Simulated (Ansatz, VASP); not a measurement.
# SiHgO4: VASP beside Ansatz

```xyz
6
Lattice="0.0000 4.8370 0.0000 4.8370 0.0000 0.0000 2.4185 2.4185 -3.7070" Properties=species:S:1:pos:R:3 pbc="T T T"
Hg    0.0000    0.0000    0.0000
Si    2.4185    4.8370   -1.8535
O     3.0860    3.6761   -2.7358
O     1.2576    4.1695   -0.9712
O     6.5880    5.9979   -2.7358
O     3.5794    0.6675   -0.9712
```

Alike in both runs: task single point; functional PBE; k mesh 5 × 5 × 5; no spin polarisation.

|  | VASP | Ansatz |
| --- | --- | --- |
| version | VASP 6.6.1 | Ansatz 0.2.0 |
| potentials or method | VASP PAW PBE potentials, release 64 (Hg, Si, O), cutoff 520 eV | PAW plane waves |
| occupations | fermi-dirac, width 0.1 eV | fermi-dirac |
| valence electrons in the cell | 40 | 48 |

|  | VASP | Ansatz | Ansatz less VASP |
| --- | --- | --- | --- |
| gap on the k mesh at the Fermi level (eV) | none | none | - |
| rms of the force components (eV/Å) | 6.612 | 6.070 | -0.5425 |

Atom by atom the forces differ by 0.544 eV/Å (rms over components). A gap of «none» marks a metal or a gap that the smearing closes. VASP's potentials hold 40 valence electrons a cell and Ansatz's 48, so a difference there can come from the potentials and not from the codes.

Spin-orbit coupling is off throughout.
